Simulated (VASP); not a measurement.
The system is YCuCl4.

```
Y Cu Cl
1.0
     4.84562    0.00000    0.00000
     0.00000    4.84562    0.00000
     0.00000    0.00000    6.97336
Y Cu Cl
1 1 4
Cartesian
  0.0000 0.0000 0.0000
  2.4228 2.4228 3.4867
  2.4228 0.0000 5.1097
  0.0000 2.4228 1.8637
  2.4228 0.0000 1.8637
  0.0000 2.4228 5.1097
```

```yaml
Program: VASP 6.6.1
Task: relaxation of cell and atoms
Functional: PBEsol
Potentials_or_basis: VASP PAW PBE potentials, release 64 (Y_sv, Cu, Cl)
Cutoff: 600 eV
k_mesh: 4 × 4 × 4
Occupations: fermi-dirac, width 0.03 eV
Spin: no spin polarisation
```

At the start: pressure -9.0 GPa; volume 27.29 Å³/atom.

Problem. How do energy, volume and symmetry change on relaxing?

Solution. Over 9 steps the energy falls by 251.5 meV/atom and the volume is 21.48 Å³/atom (-21.3 %); space group P4/mmm (No. 123, to 0.05 Å).

The path:
| step | energy change (eV) | largest force (eV/Å) | pressure (GPa) | volume (Å³) |
| --- | --- | --- | --- | --- |
| 1 | 0.0000 | 1.0353 | -9.04 | 163.73 |
| 2 | -1.4519 | 0.4961 | -1.22 | 129.89 |
| 3 | -1.4680 | 0.3962 | 0.51 | 126.54 |
| 4 | -1.4678 | 0.4182 | 0.19 | 127.23 |
| 5 | -1.4951 | 0.2392 | 0.09 | 127.85 |
| 6 | -1.5091 | 0.0102 | 0.06 | 128.78 |
| 7 | -1.5092 | 0.0024 | 0.05 | 128.75 |
| 8 | -1.5092 | 0.0055 | 0.05 | 128.72 |
| 9 | -1.5092 | 0.0083 | -0.01 | 128.88 |

Final structure:
```
CELL_PARAMETERS angstrom
4.49705 0.00000 0.00000
0.00000 4.49705 0.00000
0.00000 0.00000 6.37288
ATOMIC_POSITIONS crystal
Y 0.00000 0.00000 0.00000
Cu 0.50000 0.50000 0.50000
Cl 0.50000 0.00000 0.74823
Cl 0.00000 0.50000 0.25177
Cl 0.50000 0.00000 0.25177
Cl 0.00000 0.50000 0.74823
```

Caveat: the volume moved by over 15 % at a fixed basis, so the end points are rough; the PAW data sets were made with another functional, which shifts forces and pressure a little.
